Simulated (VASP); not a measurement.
The system is TaAs.

```
CELL_PARAMETERS angstrom
-1.72181 1.72181 5.86794
1.72181 -1.72181 5.86794
1.72181 1.72181 -5.86794
ATOMIC_POSITIONS crystal
Ta 0.24997 0.74997 0.50000
Ta 0.49997 0.49997 0.00000
As 0.83263 0.33263 0.50000
As 0.08263 0.08263 0.00000
```

```yaml
Program: VASP 6.6.1
Task: relaxation of cell and atoms
Functional: PBEsol
Potentials_or_basis: VASP PAW PBE potentials, release 64 (Ta_pv, As)
Cutoff: 600 eV
k_mesh: 10 × 10 × 10
Occupations: gaussian, width 0.03 eV
Spin: no spin polarisation
```

At the start: pressure -3.2 GPa; volume 17.40 Å³/atom.

**Question.** Where does the relaxation end?

**Answer.** Over 11 steps the energy falls by 3.4 meV/atom and the volume is 17.09 Å³/atom (-1.8 %); space group I4_1md (No. 109, to 0.05 Å).

Step by step:
| step | energy change (eV) | largest force (eV/Å) | pressure (GPa) | volume (Å³) |
| --- | --- | --- | --- | --- |
| 1 | 0.0000 | 0.0286 | -3.20 | 69.59 |
| 2 | 0.0339 | 0.0410 | 6.91 | 66.15 |
| 3 | -0.0123 | 0.0326 | 0.01 | 68.39 |
| 4 | -0.0123 | 0.0326 | 0.06 | 68.37 |
| 5 | -0.0132 | 0.0270 | 0.06 | 68.34 |
| 6 | -0.0134 | 0.0222 | 0.04 | 68.33 |
| 7 | -0.0134 | 0.0090 | -0.08 | 68.37 |
| 8 | -0.0134 | 0.0021 | -0.05 | 68.36 |
| 9 | -0.0134 | 0.0051 | 0.05 | 68.31 |
| 10 | -0.0134 | 0.0010 | 0.02 | 68.34 |
| 11 | -0.0134 | 0.0002 | 0.02 | 68.34 |

Final structure:
```cif
data_structure
_symmetry_space_group_name_H-M 'P 1'
_symmetry_Int_Tables_number 1
_cell_length_a 6.2895
_cell_length_b 6.2895
_cell_length_c 6.2895
_cell_angle_alpha 148.334
_cell_angle_beta 148.334
_cell_angle_gamma 45.392
_cell_volume 68.34
loop_
_atom_site_label
_atom_site_type_symbol
_atom_site_fract_x
_atom_site_fract_y
_atom_site_fract_z
_atom_site_occupancy
Ta1 Ta 0.25030 0.75030 0.50000 1
Ta2 Ta 0.50030 0.50030 0.00000 1
As1 As 0.83230 0.33230 0.50000 1
As2 As 0.08230 0.08230 0.00000 1
```

Caveat: the PAW data sets were made with another functional, which shifts forces and pressure a little.
